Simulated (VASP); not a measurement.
InAs:

```
In As
1.0
     0.00000    3.01800    3.01800
     3.01800    0.00000    3.01800
     3.01800    3.01800    0.00000
In As
1 1
Cartesian
  0.0000 0.0000 0.0000
  4.5270 4.5270 4.5270
```

| Property | Result |
| --- | --- |
| Program | VASP 6.6.1 |
| Task | relaxation of cell and atoms |
| Functional | BLYP |
| Potentials or basis | VASP PAW PBE potentials, release 64 (In_d, As) |
| Cutoff | 600 eV |
| k mesh | 8 × 8 × 8 |
| Occupations | fermi-dirac, width 0.05 eV |
| Spin | no spin polarisation |

At the start: pressure 7.7 GPa; volume 27.49 Å³/atom.

Q: How do energy, volume and symmetry change on relaxing?

A: Over 5 steps the energy falls by 85.3 meV/atom and the volume is 31.56 Å³/atom (+14.8 %); space group F-43m (No. 216, to 0.05 Å).

The path:
| step | energy change (eV) | largest force (eV/Å) | pressure (GPa) | volume (Å³) |
| --- | --- | --- | --- | --- |
| 1 | 0.0000 | 0.0000 | 7.69 | 54.98 |
| 2 | -0.1541 | 0.0000 | -1.72 | 66.16 |
| 3 | -0.1707 | 0.0000 | 0.06 | 63.03 |
| 4 | -0.1707 | 0.0000 | -0.05 | 63.20 |
| 5 | -0.1707 | 0.0000 | 0.00 | 63.11 |

Final structure:
```yaml
crystal:
  lattice:
    - [0.00000, 3.16007, 3.16007]
    - [3.16007, 0.00000, 3.16007]
    - [3.16007, 3.16007, 0.00000]
  atoms:
    - { symbol: In, position: [0.00000, 0.00000, 0.00000] }
    - { symbol: As, position: [0.75000, 0.75000, 0.75000] }
```

Caveat: the PAW data sets were made with another functional, which shifts forces and pressure a little; the volume moved by +15 % from the deposited cell, more than functionals usually miss.
